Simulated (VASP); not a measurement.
Write the native input for VASP 6.6.1 that does the following.

```
Task                   : single point
Functional             : PBEsol
Potentials or basis    : VASP PAW PBE potentials, release 64 (Li_sv, Br)
Cutoff                 : 750 eV
k mesh                 : 8 × 8 × 8
Occupations            : gaussian, width 0.02 eV
Spin                   : no spin polarisation
Dipole correction      : no
Further INCAR settings : ALGO = Normal; EDIFF = 1e-06; NBANDS = 12
```

The structure of LiBr lies in POSCAR:

```
LiBr
1.0
    0.0000000000      2.7061663733      2.7061663733
    2.7061663733      0.0000000000      2.7061663733
    2.7061663733      2.7061663733      0.0000000000
Li Br
1 1
Direct
    0.0000000000      0.0000000000      0.0000000000
    0.5000000000      0.5000000000      0.5000000000
```

One way to write it, as run:

INCAR

```
  PREC = Accurate
  ENCUT = 750
  EDIFF = 1E-6
  ISMEAR = 0
  SIGMA = 0.02
  LREAL = False
  LASPH = True
  NELM = 120
  ALGO = Normal
  ISIF = 2
  LWAVE = False
  LCHARG = False
  GGA = PS
  NBANDS = 12
  GGA_COMPAT = False
```

KPOINTS

```
Automatic mesh
0
Gamma
  8 8 8
```

Potentials or basis: VASP PAW PBE potentials, release 64 (Li_sv, Br).

Launch:

```console
$ cat potpaw_PBE.64/Li_sv/POTCAR potpaw_PBE.64/Br/POTCAR > POTCAR
$ mpirun -np 1 vasp_std > vasp.out
```

Results of the run:

```yaml
Pressure: 0.0 GPa
Band_gap_on_the_k_mesh: 4.98 eV
```

Caveat: the PAW data sets were made with another functional, which shifts forces and pressure a little.

Run time: 46 s on 1 thread of Intel Xeon 8259CL (shared host), peak memory 0.21 GiB.
